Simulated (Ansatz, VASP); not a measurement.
Two plane-wave programs on BO

The input INCAR:

```
PREC = Accurate
ENCUT = 600
EDIFF = 1E-7
ISMEAR = 0
SIGMA = 0.1
LREAL = F
LASPH = T
NELM = 100
ALGO = Fast
ISIF = 3
LWAVE = F
LCHARG = F
GGA = PE
IBRION = 2
NSW = 90
EDIFFG = -0.04
```

Contents of KPOINTS:

```
regular mesh
0
Gamma
  12 12 12
```

POSCAR

```
BO
1.0
    1.1947850717      0.6898094828      4.6246194524
   -1.1947850717      0.6898094828      4.6246194524
    0.0000000000     -1.3796189655      4.6246194524
B O
1 1
Direct
    0.7339745244      0.7339745244      0.7339745244
    0.0238551356      0.0238551356      0.0238551356
```

Input for Ansatz:

```yaml
crystal:
  lattice:
    - [1.1947850717, 0.6898094828, 4.6246194524]
    - [-1.1947850717, 0.6898094828, 4.6246194524]
    - [0.0, -1.3796189655, 4.6246194524]
  atoms:
    - { symbol: B, position: [0.7339745244, 0.7339745244, 0.7339745244] }
    - { symbol: O, position: [0.0238551356, 0.0238551356, 0.0238551356] }
basis:
  ecutwfc: 420
kpoints:
  mp_grid: { grid: [12, 12, 12] }
hamiltonian:
  xc: pbe
scf:
  occupations: { method: gaussian, width: 0.1 }
  lower_state_search: "off"
output:
  forces: true
  stress: true
  eigenvalues: true
relax:
  adjacent_minimum: "off"
  f_tol: 0.04
  max_steps: 70
  cell: { stress_tol: 0.4 }
```

Alike in both runs: task relaxation of cell and atoms; functional PBE; k mesh 12 × 12 × 12; occupations gaussian, width 0.1 eV; no spin polarisation.

```csv
,VASP,Ansatz
version,VASP 6.6.1,Ansatz 0.2.0
potentials or method,"VASP PAW PBE potentials, release 64 (B, O), cutoff 600 eV","scalar-relativistic, plane waves, PAW"
valence electrons in the cell,9,9
```

```csv
,VASP,Ansatz,Ansatz less VASP
"gap on the k mesh at the Fermi level, each at its own relaxed structure (eV)",none,none,-
relaxed volume (Å³/atom),11.49,11.52,+0.022
relaxed length of the cell vector where the two differ most in proportion (Å),4.822,4.847,+0.0249
```

A gap of «none» marks a metal or a gap that the smearing closes.
